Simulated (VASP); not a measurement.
# As (Cmce) in VASP: notebook

As is run at these levels: PBEsol; tasks: single point, relaxation of cell and atoms.

Everything below comes from runs of VASP 6.6.1. Logs are shortened: lines on timing, memory, paths and dates and some standing lists are left out, and cuts for length are marked.

**1. The cell of the first run**

It takes space group Cmce (No. 64, orthorhombic). The conventional cell has a = 3.729 Å, b = 10.876 Å, c = 4.286 Å, α = 90.00°, β = 90.00°, γ = 90.00°. Within 3.3 Å of As (site symmetry m) lie 5 As at 2.48 to 3.22 Å.

**2. Single point, PBEsol**

INCAR reads:

```
SYSTEM = As
PREC     = Accurate       ! precision mode
ENCUT    = 520            ! plane-wave cutoff, eV
EDIFF    = 1E-6           ! SCF threshold, eV
ISMEAR   = -1             ! smearing method
SIGMA    = 0.1            ! smearing width, eV
LREAL    = .FALSE.        ! projectors in reciprocal space
LASPH    = .TRUE.         ! aspherical terms in the spheres
NELM     = 100            ! most SCF steps
ALGO     = Normal         ! electronic algorithm
ISIF     = 2              ! what is computed and relaxed
LWAVE    = .FALSE.        ! write WAVECAR
LCHARG   = .FALSE.        ! write CHGCAR
GGA      = PS             ! functional
NBANDS   = 18             ! bands
```

KPOINTS reads:

```
Automatic mesh
0
G
  9 9 7
  0 0 0
```

POSCAR reads:

```
As
1.0
    1.8645550915     -5.4378302337      0.0000000000
    1.8645550915      5.4378302337      0.0000000000
    0.0000000000      0.0000000000      4.2862211865
As
4
Direct
    0.1119198591      0.8880801409      0.9443940612
    0.6119198591      0.3880801409      0.5556059388
    0.8880801409      0.1119198591      0.0556059388
    0.3880801409      0.6119198591      0.4443940612
```

Potentials or basis: VASP PAW PBE potentials, release 64 (As).

The run is started by

```sh
$ cat potpaw_PBE.64/As/POTCAR > POTCAR
$ mpirun -np 1 vasp_std > vasp.out
```

OUTCAR:

```text
SYSTEM = As
   PREC = Accurate
   ENCUT = 520
   EDIFF = 1E-6
   ISMEAR = -1
   LREAL = .FALSE.
   LASPH = .TRUE.
   NELM = 100
   ISIF = 2
   GGA = PS

 ion  position               nearest neighbor table
   1  0.112  0.888  0.944-   3 2.48   2 2.50   2 2.50
   2  0.612  0.388  0.556-   4 2.48   1 2.50   1 2.50
   3  0.888  0.112  0.056-   1 2.48   4 2.50   4 2.50
   4  0.388  0.612  0.444-   2 2.48   3 2.50   3 2.50

  LATTYP: Found a base centered orthorhombic cell.
 ALAT       =     3.7291101830
 B/A-ratio  =     2.9164223994
 C/A-ratio  =     1.1493951576

  Lattice vectors:

 A1 = (   1.8645550915,  -5.4378302337,   0.0000000000)
 A2 = (   1.8645550915,   5.4378302337,   0.0000000000)
 A3 = (   0.0000000000,   0.0000000000,   4.2862211865)

Analysis of symmetry for initial positions (statically):
=====================================================================
 Subroutine PRICEL returns:
 Original cell was already a primitive cell.

 Routine SETGRP: Setting up the symmetry group for a
 base centered orthorhombic supercell.

 Subroutine GETGRP returns: Found  8 space group operations
 (whereof  4 operations were pure point group operations)
 out of a pool of  8 trial point group operations.

The static configuration has the point symmetry C_2h.
 The point group associated with its full space group is D_2h.

Analysis of symmetry for dynamics (positions and initial velocities):
=====================================================================
 Subroutine PRICEL returns:
 Original cell was already a primitive cell.

 Routine SETGRP: Setting up the symmetry group for a
 base centered orthorhombic supercell.

 Subroutine GETGRP returns: Found  8 space group operations
 (whereof  4 operations were pure point group operations)
 out of a pool of  8 trial point group operations.

The dynamic configuration has the point symmetry C_2h.
 The point group associated with its full space group is D_2h.

 Subroutine INISYM returns: Found  8 space group operations
 (whereof  4 operations are pure point group operations),
 and found     1 'primitive' translations

----------------------------------------------------------------------------------------

                                     Primitive cell

  volume of cell :      86.9171

  direct lattice vectors                    reciprocal lattice vectors
     1.864555091 -5.437830234  0.000000000     0.268160486 -0.091948439  0.000000000
     1.864555091  5.437830234  0.000000000     0.268160486  0.091948439  0.000000000
     0.000000000  0.000000000  4.286221186     0.000000000  0.000000000  0.233305739

  length of vectors
     5.748614036  5.748614036  4.286221186     0.283486440  0.283486440  0.233305739

  position of ions in fractional coordinates (direct lattice)
     0.111919859  0.888080141  0.944394061
     0.611919859  0.388080141  0.555605939
     0.888080141  0.111919859  0.055605939
     0.388080141  0.611919859  0.444394061

  ion indices of the primitive-cell ions
   primitive index   ion index
                 1           1
                 2           2
                 3           3
                 4           4

----------------------------------------------------------------------------------------

 KPOINTS: Automatic mesh

Automatic generation of k-mesh.
 Grid dimensions read from file:
 generate k-points for:    9    9    7

 Generating k-lattice:

  Cartesian coordinates                     Fractional coordinates (reciprocal lattice)
     0.029795610 -0.010216493  0.000000000     0.111111111 -0.000000000  0.000000000
     0.029795610  0.010216493  0.000000000    -0.000000000  0.111111111  0.000000000
     0.000000000  0.000000000  0.033329391     0.000000000  0.000000000  0.142857143

  Length of vectors
     0.031498493  0.031498493  0.033329391

  Shift w.r.t. Gamma in fractional coordinates (k-lattice)
     0.000000000  0.000000000  0.000000000

 Subroutine IBZKPT returns following result:
 ===========================================

 Found    100 irreducible k-points:

 Following reciprocal coordinates:
            Coordinates               Weight
  0.000000  0.000000  0.000000      1.000000
  0.111111  0.000000  0.000000      4.000000
  0.222222 -0.000000  0.000000      4.000000
  0.333333 -0.000000  0.000000      4.000000
  0.444444 -0.000000  0.000000      4.000000
  0.111111  0.111111  0.000000      2.000000
[... 16 lines left out ...]
 -0.333333  0.333333  0.000000      2.000000
  0.444444  0.444444  0.000000      2.000000
 [... further k-points ...]
   k-points           NKPTS =    100   k-points in BZ     NKDIM =    100   number of bands    NBANDS=     18
   number of dos      NEDOS =    301   number of ions     NIONS =      4
   total plane-waves  NPLWV =  73728
   dimension x,y,z NGX =    48 NGY =   48 NGZ =   32
   dimension x,y,z NGXF=    96 NGYF=   96 NGZF=   64
   ions per type =               4
   NGX,Y,Z   is equivalent  to a cutoff of  13.88, 13.88, 12.41 a.u.
[... 99 lines left out ...]
      2      -6.1293      2.00000
      3      -5.9107      2.00000
      4      -3.5742      2.00000
      5       0.0824      2.00000
      6       1.1434      2.00000
[... 10 lines left out ...]
     17      12.0296      0.00000
     18      12.1357      0.00000

 k-point     5 :       0.4444   -0.0000    0.0000
  band No.  band energies     occupation
      1      -7.9512      2.00000
      2      -6.9586      2.00000
      3      -5.4648      2.00000
      4      -4.6068      2.00000
      5       0.9694      2.00000
      6       1.4320      2.00000
[... 10 lines left out ...]
     17      12.7289      0.00000
     18      12.7424      0.00000

 k-point     6 :       0.1111    0.1111    0.0000
  band No.  band energies     occupation
      1      -9.4382      2.00000
      2      -6.4880      2.00000
      3      -4.9766      2.00000
      4      -2.4643      2.00000
      5      -0.8234      2.00000
      6       1.0370      2.00000
[... 10 lines left out ...]
     17      10.4100      0.00000
     18      12.4573      0.00000

 k-point     7 :       0.2222    0.1111    0.0000
  band No.  band energies     occupation
      1      -8.8515      2.00000
      2      -5.9290      2.00000
      3      -5.8551      2.00000
      4      -3.7095      2.00000
      5      -0.2426      2.00000
      6       1.1291      2.00000
[... 10 lines left out ...]
     17      12.0079      0.00000
     18      12.6582      0.00000

 k-point     8 :       0.3333    0.1111    0.0000
  band No.  band energies     occupation
      1      -8.0427      2.00000
      2      -6.8578      2.00000
      3      -5.2084      2.00000
      4      -4.8397      2.00000
      5       0.5458      2.00000
      6       1.5300      2.00000
[... 10 lines left out ...]
     17      12.2400      0.00000
     18      12.7507      0.00000
[... 229 lines left out ...]
     17      11.0929      0.00000
     18      11.9712      0.00000

 k-point    20 :       0.3333    0.3333    0.0000
  band No.  band energies     occupation
      1      -8.4749      2.00000
      2      -6.8183      2.00000
      3      -6.0712      2.00000
      4      -3.0972      2.00000
      5       0.9454      2.00000
      6       1.5492      2.00000
[... 10 lines left out ...]
     17      11.8630      0.00000
     18      12.6012      0.00000

 k-point    21 :       0.4444    0.3333    0.0000
  band No.  band energies     occupation
      1      -9.0540      2.00000
      2      -7.3971      2.00000
      3      -5.0642      2.00000
      4      -2.1641      2.00000
      5       0.8548      2.00000
      6       0.8682      2.00000
[... 10 lines left out ...]
     17      10.3909      0.00000
     18      12.1366      0.00000

 k-point    22 :      -0.4444    0.3333    0.0000
  band No.  band energies     occupation
      1      -9.4465      2.00000
      2      -7.6775      2.00000
      3      -4.3379      2.00000
      4      -1.5268      2.00000
      5       0.2564      2.00000
      6       1.0439      2.00000
[... 10 lines left out ...]
     17      11.3707      0.00000
     18      11.4509      0.00000

 k-point    23 :      -0.3333    0.3333    0.0000
  band No.  band energies     occupation
      1      -9.6292      2.00000
      2      -7.6696      2.00000
      3      -4.0988      2.00000
      4      -1.2472      2.00000
      5      -0.1277      2.00000
      6       1.1187      2.00000
[... 10 lines left out ...]
     17      11.5093      0.00000
     18      11.9228      0.00000

 k-point    24 :       0.4444    0.4444    0.0000
  band No.  band energies     occupation
      1      -9.3813      2.00000
      2      -7.7974      2.00000
      3      -4.3306      2.00000
      4      -1.5449      2.00000
      5       0.7025      2.00000
      6       0.8098      2.00000
[... 10 lines left out ...]
     17      11.4265      0.00000
     18      11.7612      0.00000

 [... further k-points ...]

------------------------ aborting loop because EDIFF is reached ----------------------------------------

  FORCE on cell =-STRESS in cart. coord.  units (eV):
  Direction    XX          YY          ZZ          XY          YZ          ZX
  --------------------------------------------------------------------------------------
  -------------------------------------------------------------------------------------
  Total        0.2460467      0.2381420      0.2030834      0.0000000      0.0000000      0.0000000
  in kB        4.5354745      4.3897636      3.7435144      0.0000000      0.0000000      0.0000000
  external PRESSURE =       4.2229175 kB  Pullay stress =       0.0000000 kB

 VOLUME and BASIS-vectors are now :
 -----------------------------------------------------------------------------
  energy-cutoff  :      520.00
  volume of cell :       86.92
      direct lattice vectors                 reciprocal lattice vectors
     1.864555091 -5.437830234  0.000000000     0.268160486 -0.091948439  0.000000000
     1.864555091  5.437830234  0.000000000     0.268160486  0.091948439  0.000000000
     0.000000000  0.000000000  4.286221186     0.000000000  0.000000000  0.233305739

 POSITION                                       TOTAL-FORCE (eV/Angst)
 -----------------------------------------------------------------------------------
      1.86456      4.22063      4.04788         0.000000     -0.052210      0.046194
      1.86456     -1.21720      2.38145         0.000000     -0.052210     -0.046194
      1.86456     -4.22063      0.23834         0.000000      0.052210     -0.046194
      1.86456      1.21720      1.90477         0.000000      0.052210      0.046194
 -----------------------------------------------------------------------------------
    total drift:                               -0.000000     -0.000000      0.000000

  FREE ENERGIE OF THE ION-ELECTRON SYSTEM (eV)
  ---------------------------------------------------
  free  energy   TOTEN  =       -20.2610275926 eV

  energy  without entropy=      -20.2470984079  energy(sigma->0) =      -20.25406300
```

Wall time 2.4 min (1 thread of Intel Xeon Platinum 8375C at 2.90GHz (Ice Lake), shared host); peak memory 0.32 GiB.

Results:

```yaml
Free_energy: -20.2610 eV
Pressure: 0.4 GPa
Largest_force: 0.070 eV/Å
Band_gap_on_the_k_mesh: zero (bands 10 and 11 overlap by 0.18 eV)
```

Forces on the atoms (eV/Å):
```
As   0.000 -0.052  0.046
As   0.000 -0.052 -0.046
As   0.000  0.052 -0.046
As   0.000  0.052  0.046
```

Caveat: the PAW data sets were made with another functional, which shifts forces and pressure a little.

**3. Single point, PBEsol**

INCAR reads:

```
SYSTEM = As
PREC = Accurate ; ENCUT = 520
EDIFF = 1E-7 ; ISMEAR = -1
SIGMA = 0.1 ; LREAL = .FALSE.
LASPH = .TRUE. ; NELM = 100
ALGO = Normal ; ISIF = 2
LWAVE = .FALSE. ; LCHARG = .FALSE.
GGA = PS ; NBANDS = 18
```

KPOINTS reads:

```
Automatic mesh
0
G
  12 12 10
  0 0 0
```

POSCAR is that of step 2.

Potentials or basis: VASP PAW PBE potentials, release 64 (As).

The run is started by

```sh
$ cat potpaw_PBE.64/As/POTCAR > POTCAR
$ mpirun -np 1 vasp_std > vasp.out
```

It took 6.7 min on 1 thread of Intel Xeon Platinum 8375C at 2.90GHz (Ice Lake), shared host; peak memory 0.46 GiB.

Results (log left out):

| Property | Result |
| --- | --- |
| Free energy | -20.2582 eV |
| Pressure | 0.4 GPa |
| Largest force | 0.079 eV/Å |
| Band gap on the k mesh | zero (bands 10 and 11 overlap by 0.44 eV) |

Forces in eV/Å, atoms in the order of the input:
```
As   0.000 -0.061  0.050
As   0.000 -0.061 -0.050
As   0.000  0.061 -0.050
As   0.000  0.061  0.050
```

Stress tensor (GPa, compression positive):
```
0.34 0.00 0.00
0.00 0.51 0.00
0.00 0.00 0.40
```

Levels at points of the mesh, in eV from the Fermi level:
```
           k point  band 6  band 7  band 8  band 9  band 10  band 11  band 12  band 13  band 14  band 15
(0.00, 0.00, 0.00)   -4.27   -3.35   -2.25   -2.04    -0.84     1.89     2.35     2.45     3.62     4.95
(0.50, 0.00, 0.00)   -3.61   -2.36   -2.36   -2.16    -2.16     0.82     0.82     1.22     1.22     3.27
(0.50, 0.50, 0.00)   -4.24   -3.78   -1.71   -1.50    -0.50     0.03     1.90     2.29     3.19     5.00
(0.00, 0.00, 0.50)   -4.39   -2.14   -2.14   -0.58    -0.58     0.84     0.84     1.67     1.67     5.27
(0.50, 0.00, 0.50)   -5.64   -4.75   -4.75   -1.85    -1.85     1.93     1.93     5.23     5.23     6.72
(0.50, 0.50, 0.50)   -2.29   -1.75   -1.75   -1.14    -1.14     1.40     1.40     1.79     1.79     2.29
```

Caveat: the PAW data sets were made with another functional, which shifts forces and pressure a little.

**4. Relaxation of cell and atoms, PBEsol**

This run uses another cell than the first one, of 22.13 Å³/atom.

INCAR reads:

```
SYSTEM = As
ALGO = Normal
EDIFF = 1E-7
EDIFFG = -0.01
ENCUT = 600
GGA = PS
IBRION = 2
ISIF = 3
ISMEAR = -1
LASPH = .TRUE.
LCHARG = .FALSE.
LREAL = .FALSE.
LWAVE = .FALSE.
NELM = 100
NSW = 80
PREC = Accurate
SIGMA = 0.1
```

KPOINTS reads:

```
k-points
0
G
  9 9 7
  0 0 0
```

POSCAR reads:

```
As
1.0
    1.8150000000     -5.4800000000      0.0000000000
    1.8150000000      5.4800000000      0.0000000000
    0.0000000000      0.0000000000      4.4500000000
As
4
Direct
    0.0980000000      0.9020000000      0.9100000000
    0.5980000000      0.4020000000      0.5900000000
    0.9020000000      0.0980000000      0.0900000000
    0.4020000000      0.5980000000      0.4100000000
```

The run is started by

```sh
$ cat potpaw_PBE.64/As/POTCAR > POTCAR
$ mpirun -np 1 vasp_std > vasp.out
```

Wall time 38 min (1 thread of Intel Xeon Platinum 8375C at 2.90GHz (Ice Lake), shared host); peak memory 0.38 GiB.

The run converged. Its results:

| Item | Value |
| --- | --- |
| Free energy | -20.2621 eV |
| Relaxed volume | 21.76 Å³/atom |
| Relaxed cell | a = 5.751 Å, b = 5.751 Å, c = 4.281 Å, α = 90.00°, β = 90.00°, γ = 142.08° |
| Space group after relaxing (to 0.1 Å) | Cmce (No. 64) |
| Energy gained by relaxing | 308.0 meV/atom |
| Ionic steps | 23 |
| Pressure after relaxing | 0.0 GPa |
| Band gap on the k mesh | zero (bands 10 and 11 overlap by 0.20 eV) |

Forces in eV/Å, atoms in the order of the input:
```
As   0.000 -0.002  0.000
As   0.000 -0.002  0.000
As   0.000  0.002  0.000
As   0.000  0.002  0.000
```

The path:
```
step  energy change (eV)  largest force (eV/Å)  pressure (GPa)  volume (Å³)
   1              0.0000                3.1471           15.55        88.52
   2             -0.1663                1.3471          -10.00       118.98
   3             -1.0326                0.4134           -2.13       102.54
   4             -1.0350                0.4917           -1.62       101.90
   5             -1.0351                0.5282           -1.40       101.62
   6             -1.1114                0.3105           -1.08        99.25
   7             -1.1455                0.2019           -0.68        96.66
   8             -1.1457                0.2113           -0.63        96.41
   9             -1.1615                0.1699            0.09        94.41
  10             -1.1632                0.2253            0.45        93.52
  11             -1.1742                0.2035            0.31        92.92
  12             -1.2016                0.1514           -0.03        91.10
  13             -1.2260                0.1755           -0.37        87.43
  14             -1.2303                0.0396            0.34        86.48
  15             -1.2310                0.0246            0.13        86.74
  16             -1.2314                0.0233           -0.01        86.93
  17             -1.2315                0.0262           -0.16        87.13
  18             -1.2318                0.0129           -0.10        87.11
  19             -1.2319                0.0146           -0.02        87.09
  20             -1.2319                0.0186            0.00        87.08
  21             -1.2320                0.0165            0.00        87.08
  22             -1.2321                0.0138           -0.03        87.07
  23             -1.2321                0.0024            0.01        87.03
```

Final structure:
```cif
data_structure
_symmetry_space_group_name_H-M 'P 1'
_symmetry_Int_Tables_number 1
_cell_length_a 5.7513
_cell_length_b 5.7513
_cell_length_c 4.2809
_cell_angle_alpha 90.000
_cell_angle_beta 90.000
_cell_angle_gamma 142.077
_cell_volume 87.03
loop_
_atom_site_label
_atom_site_type_symbol
_atom_site_fract_x
_atom_site_fract_y
_atom_site_fract_z
_atom_site_occupancy
As1 As 0.11225 0.88775 0.94522 1
As2 As 0.61225 0.38775 0.55478 1
As3 As 0.88775 0.11225 0.05478 1
As4 As 0.38775 0.61225 0.44522 1
```

Levels at points of the mesh, in eV from the Fermi level:
| k point | band 8 | band 9 | band 10 | band 11 | band 12 | band 13 |
| --- | --- | --- | --- | --- | --- | --- |
| (0.00, 0.00, 0.00) | -2.22 | -2.00 | -0.81 | 1.95 | 2.41 | 2.50 |

Caveat: the PAW data sets were made with another functional, which shifts forces and pressure a little.

**5. The runs side by side**

```csv
task,cell,k mesh,cutoff (eV),gap on the mesh (eV),pressure (GPa),largest force (eV/Å)
single point,"a = 5.749, b = 5.749, c = 4.286 Å, angles 90.0, 90.0, 142.1°, 4 atoms, atomic positions A",9 × 9 × 7,520,none,0.4,0.07
single point,"a = 5.749, b = 5.749, c = 4.286 Å, angles 90.0, 90.0, 142.1°, 4 atoms, atomic positions A",12 × 12 × 10,520,none,0.4,0.08
relaxation of cell and atoms,"relaxed from a = 5.773, b = 5.773, c = 4.450 Å, angles 90.0, 90.0, 143.3°, 4 atoms, atomic positions B",9 × 9 × 7,600,none,0.0,-
```

Alike in all rows: level PBEsol; potentials or basis VASP PAW PBE potentials, release 64 (As); no spin polarisation; smearing fermi-dirac 0.1 eV.

Caveats: the PAW data sets were made with another functional, which shifts forces and pressure a little.

Absolute energies hang on the potentials; compare differences alone.
